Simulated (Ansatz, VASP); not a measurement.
## Two plane-wave programs on Rh

```
Rh
1.0
     0.00000    2.75683    2.75683
     2.75683    0.00000    2.75683
     2.75683    2.75683    0.00000
Rh
2
Direct
  0.00000 0.00000 0.00000
  0.25000 0.25000 0.25000
```

Alike in both runs: functional PBE; k mesh 11 × 11 × 11; occupations fermi-dirac, width 0.08 eV; no spin polarisation.

Ansatz relaxed the structure, and its values are those at the end. VASP's run is a single point on that final structure, the one shown.

```csv
,VASP,Ansatz
version,VASP 6.6.1,Ansatz 0.2.0
potentials or method,"VASP PAW PBE potentials, release 64 (Rh_pv)","PAW with Ansatz's default frozen-core files, scalar-relativistic"
plane-wave cutoff (eV),520,420
valence electrons in the cell,30,34
```

Ansatz gave:

* pressure (GPa): 0.0

Estimate VASP's values.

pressure (GPa): 0.2.

VASP's potentials hold 30 valence electrons a cell and Ansatz's 34, so a difference there can come from the potentials and not from the codes.
